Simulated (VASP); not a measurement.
# Mo (Im-3m) in VASP: a series of runs, part 3 of 3

VASP 6.6.1. Earlier steps stand in the parts before.

## 5. Electric field gradients, PBE (volume scaled by 1.04)

Input file INCAR:

```
SYSTEM = Mo
  PREC = Accurate
  ENCUT = 520
  EDIFF = 1E-8
  ISMEAR = -1
  SIGMA = 0.05
  LREAL = .False.
  LASPH = .True.
  NELM = 60
  ALGO = Normal
  ISIF = 2
  LWAVE = .False.
  LCHARG = .False.
  GGA = PE
  LEFG = .True.
  NBANDS = 13
```

Input file KPOINTS:

```
Automatic mesh
0
Gamma
  16 16 16
  0 0 0
```

Input file POSCAR:

```
Mo
1.0
   -1.5916734234      1.5916734234      1.5916734234
    1.5916734234     -1.5916734234      1.5916734234
    1.5916734234      1.5916734234     -1.5916734234
Mo
1
Direct
    0.0000000000      0.0000000000      0.0000000000
```

Potentials or basis: VASP PAW PBE potentials, release 64 (Mo_sv).

On the command line:

```sh
$ cat potpaw_PBE.64/Mo_sv/POTCAR > POTCAR
$ mpirun -np 1 vasp_std > vasp.out
```

OUTCAR:

```text
SYSTEM = Mo
   PREC = Accurate
   ENCUT = 520
   EDIFF = 1E-8
   ISMEAR = -1
   LREAL = .False.
   LASPH = .True.
   NELM = 60
   ISIF = 2
   GGA = PE

 ion  position               nearest neighbor table
   1  0.000  0.000  0.000-

  LATTYP: Found a body centered cubic cell.
 ALAT       =     3.1833468468

  Lattice vectors:

 A1 = (  -1.5916734234,   1.5916734234,   1.5916734234)
 A2 = (   1.5916734234,  -1.5916734234,   1.5916734234)
 A3 = (   1.5916734234,   1.5916734234,  -1.5916734234)

Analysis of symmetry for initial positions (statically):
=====================================================================
 Subroutine PRICEL returns:
 Original cell was already a primitive cell.

 Routine SETGRP: Setting up the symmetry group for a
 body centered cubic supercell.

 Subroutine GETGRP returns: Found 48 space group operations
 (whereof 48 operations were pure point group operations)
 out of a pool of 48 trial point group operations.

The static configuration has the point symmetry O_h .

Analysis of symmetry for dynamics (positions and initial velocities):
=====================================================================
 Subroutine PRICEL returns:
 Original cell was already a primitive cell.

 Routine SETGRP: Setting up the symmetry group for a
 body centered cubic supercell.

 Subroutine GETGRP returns: Found 48 space group operations
 (whereof 48 operations were pure point group operations)
 out of a pool of 48 trial point group operations.

The dynamic configuration has the point symmetry O_h .

 Subroutine INISYM returns: Found 48 space group operations
 (whereof 48 operations are pure point group operations),
[... 154 lines left out ...]
      4     -22.5134      2.00000
      5       4.9654      2.00000
      6      10.7935      2.00000
      7      10.7935      2.00000
      8      10.7935      2.00000
      9      13.7039      0.00000
     10      13.7039      0.00000
     11      26.8771      0.00000
     12      26.8771      0.00000
     13      26.8771      0.00000
[... 354 lines left out ...]
  band No.  band energies     occupation
      1     -48.9722      2.00000
      2     -23.5076      2.00000
      3     -22.9249      2.00000
      4     -22.6227      2.00000
      5       8.0378      2.00000
      6       9.2997      2.00000
      7      10.3198      2.00000
      8      13.1558      0.00000
      9      14.4126      0.00000
     10      16.5255      0.00000
     11      25.0146      0.00000
     12      26.4584      0.00000
     13      29.3026      0.00000

 [... further k-points ...]
[... 5 lines left out ...]
  --------------------------------------------------------------------------------------
  -------------------------------------------------------------------------------------
  Total       -0.5008417     -0.5008417     -0.5008417     -0.0000000     -0.0000000      0.0000000
  in kB      -49.7495500    -49.7495500    -49.7495500     -0.0000000     -0.0000000      0.0000000
  external PRESSURE =     -49.7495500 kB  Pullay stress =       0.0000000 kB

 VOLUME and BASIS-vectors are now :
 -----------------------------------------------------------------------------
  energy-cutoff  :      520.00
  volume of cell :       16.13
      direct lattice vectors                 reciprocal lattice vectors
    -1.591673423  1.591673423  1.591673423     0.000000000  0.314134792  0.314134792
     1.591673423 -1.591673423  1.591673423     0.314134792  0.000000000  0.314134792
     1.591673423  1.591673423 -1.591673423     0.314134792  0.314134792  0.000000000

 POSITION                                       TOTAL-FORCE (eV/Angst)
 -----------------------------------------------------------------------------------
      0.00000      0.00000      0.00000        -0.000000      0.000000      0.000000
 -----------------------------------------------------------------------------------
    total drift:                                0.000000      0.000000      0.000000

  FREE ENERGIE OF THE ION-ELECTRON SYSTEM (eV)
  ---------------------------------------------------
  free  energy   TOTEN  =       -10.9371975821 eV

  energy  without entropy=      -10.9329571465  energy(sigma->0) =      -10.93507736

 Electric field gradients (V/A^2)
---------------------------------------------------------------------
 ion       V_xx      V_yy      V_zz      V_xy      V_xz      V_yz
---------------------------------------------------------------------
   1      -0.000     0.000    -0.000     0.000     0.000     0.000
---------------------------------------------------------------------

 Electric field gradients after diagonalization (V/A^2)
 (convention: |V_zz| > |V_xx| > |V_yy|)
----------------------------------------------------------------------
 ion       V_xx      V_yy      V_zz     asymmetry (V_yy - V_xx)/ V_zz
----------------------------------------------------------------------
   1      -0.000    -0.000     0.000       0.000
----------------------------------------------------------------------

           NMR quadrupolar parameters

 Cq : quadrupolar parameter    Cq=e*Q*V_zz/h
 eta: asymmetry parameters     (V_yy - V_xx)/ V_zz
 Q  : nuclear electric quadrupole moment in mb (millibarn)
----------------------------------------------------------------------
 ion       Cq(MHz)       eta       Q (mb)
----------------------------------------------------------------------
   1       0.000       0.000       1.000
----------------------------------------------------------------------
```

Wall time 24 s (1 thread of Intel Xeon Platinum 8488C (Sapphire Rapids), shared host); peak memory 0.15 GiB.

What came out:

| Property | Result |
| --- | --- |
| Free energy | -10.9372 eV |
| Pressure | -5.0 GPa |
| Band gap on the k mesh | zero (band 7 reaches 15.90 eV, above the bottom of band 8 at 10.79 eV) |

Levels at points of the mesh, in eV from the Fermi level:
| k point | band 5 | band 6 | band 7 | band 8 | band 9 | band 10 |
| --- | --- | --- | --- | --- | --- | --- |
| (0.00, 0.00, 0.00) | -7.12 | -1.29 | -1.29 | -1.29 | 1.62 | 1.62 |
| (0.50, 0.00, 0.00) | -5.13 | -3.24 | 1.52 | 1.63 | 2.23 | 4.54 |
| (0.50, 0.50, 0.50) | -5.19 | -5.19 | 3.82 | 3.82 | 3.82 | 8.84 |

Caveat: without QUAD_EFG the Cq values of the log hold for a quadrupole moment of 1 mb, not for the nuclei.

## 6. Electric field gradients, PBE (volume scaled by 1.04)

Input file INCAR:

```
PREC     = Accurate       # precision mode
ENCUT    = 520            # plane-wave cutoff, eV
EDIFF    = 1E-8           # SCF threshold, eV
ISMEAR   = -1             # smearing method
SIGMA    = 0.05           # smearing width, eV
LREAL    = False          # projectors in reciprocal space
LASPH    = True           # aspherical terms in the spheres
NELM     = 60             # most SCF steps
ALGO     = Normal         # electronic algorithm
ISIF     = 2              # what is computed and relaxed
LWAVE    = False          # write WAVECAR
LCHARG   = False          # write CHGCAR
GGA      = PE             # functional
LEFG     = True         
NBANDS   = 13             # bands
```

Input file KPOINTS:

```
Automatic mesh
0
Gamma
  16 16 16
```

POSCAR is that of step 5.

Potentials or basis: VASP PAW PBE potentials, release 64 (Mo_sv).

On the command line:

```sh
$ cat potpaw_PBE.64/Mo_sv/POTCAR > POTCAR
$ mpirun -np 1 vasp_std > vasp.out
```

OUTCAR:

```text
PREC = Accurate
   ENCUT = 520
   EDIFF = 1E-8
   ISMEAR = -1
   LREAL = False
   LASPH = True
   NELM = 60
   ISIF = 2
   GGA = PE

 ion  position               nearest neighbor table
   1  0.000  0.000  0.000-

  LATTYP: Found a body centered cubic cell.
 ALAT       =     3.1833468468

  Lattice vectors:

 A1 = (  -1.5916734234,   1.5916734234,   1.5916734234)
[... 591 lines left out ...]
    total drift:                                0.000000      0.000000      0.000000

  FREE ENERGIE OF THE ION-ELECTRON SYSTEM (eV)
  ---------------------------------------------------
  free  energy   TOTEN  =       -10.9371975821 eV

  energy  without entropy=      -10.9329571465  energy(sigma->0) =      -10.93507736

 Electric field gradients (V/A^2)
---------------------------------------------------------------------
 ion       V_xx      V_yy      V_zz      V_xy      V_xz      V_yz
---------------------------------------------------------------------
   1      -0.000     0.000    -0.000     0.000     0.000     0.000
---------------------------------------------------------------------

 Electric field gradients after diagonalization (V/A^2)
 (convention: |V_zz| > |V_xx| > |V_yy|)
----------------------------------------------------------------------
 ion       V_xx      V_yy      V_zz     asymmetry (V_yy - V_xx)/ V_zz
----------------------------------------------------------------------
   1      -0.000    -0.000     0.000       0.000
----------------------------------------------------------------------

           NMR quadrupolar parameters

 Cq : quadrupolar parameter    Cq=e*Q*V_zz/h
 eta: asymmetry parameters     (V_yy - V_xx)/ V_zz
 Q  : nuclear electric quadrupole moment in mb (millibarn)
----------------------------------------------------------------------
 ion       Cq(MHz)       eta       Q (mb)
----------------------------------------------------------------------
   1       0.000       0.000       1.000
----------------------------------------------------------------------
```

OSZICAR:

```text
N       E                     dE             d eps       ncg     rms          rms(c)
DAV:   1     0.916527921571E+02    0.91653E+02   -0.80354E+03  3818   0.110E+03
DAV:   2    -0.104423721805E+02   -0.10210E+03   -0.98376E+02  4340   0.308E+02
DAV:   3    -0.116221376432E+02   -0.11798E+01   -0.11766E+01  4220   0.329E+01
DAV:   4    -0.116248530517E+02   -0.27154E-02   -0.27153E-02  4195   0.192E+00
DAV:   5    -0.116248704390E+02   -0.17387E-04   -0.17389E-04  4310   0.138E-01    0.137E+01
DAV:   6    -0.110182353495E+02    0.60664E+00   -0.76587E-01  3860   0.107E+01    0.352E+00
DAV:   7    -0.109405554718E+02    0.77680E-01   -0.14265E-01  4170   0.437E+00    0.101E+00
DAV:   8    -0.109371490637E+02    0.34064E-02   -0.44124E-03  3885   0.849E-01    0.184E-01
DAV:   9    -0.109371893894E+02   -0.40326E-04   -0.16250E-04  4365   0.160E-01    0.681E-02
DAV:  10    -0.109371975724E+02   -0.81830E-05   -0.16631E-05  3945   0.488E-02    0.250E-03
DAV:  11    -0.109371977702E+02   -0.19779E-06   -0.12828E-07  4380   0.404E-03    0.108E-03
DAV:  12    -0.109371975598E+02    0.21037E-06   -0.75276E-09  2665   0.110E-03    0.959E-05
DAV:  13    -0.109371975808E+02   -0.20993E-07   -0.49210E-10  2070   0.313E-04    0.204E-05
DAV:  14    -0.109371975821E+02   -0.12747E-08   -0.86966E-11  1975   0.125E-04
   1 F= -.10937198E+02 E0= -.10935077E+02  d E =-.424044E-02
```

It took 24 s on 1 thread of Intel Xeon Platinum 8488C (Sapphire Rapids), shared host; peak memory 0.16 GiB.

Results:

* Free energy: -10.9372 eV
* Pressure: -5.0 GPa
* Band gap on the k mesh: zero (band 7 reaches 15.90 eV, above the bottom of band 8 at 10.79 eV)

Caveat: without QUAD_EFG the Cq values of the log hold for a quadrupole moment of 1 mb, not for the nuclei.

## 7. Summary

```tsv
cell	gap on the mesh (eV)	pressure (GPa)
a = 2.721 Å, angles 109.5°, 1 atom	none	5.2
a = 2.703 Å, angles 109.5°, 1 atom	none	11.1
a = 2.739 Å, angles 109.5°, 1 atom	none	-0.1
a = 2.757 Å, angles 109.5°, 1 atom	none	-5.0
```

Alike in all rows: task electric field gradients; level PBE; potentials or basis VASP PAW PBE potentials, release 64 (Mo_sv); no spin polarisation; k mesh 16 × 16 × 16; cutoff (eV) 520; smearing fermi-dirac 0.05 eV.

Total energies depend on the potentials used, so only differences within one code and one set of settings carry meaning.
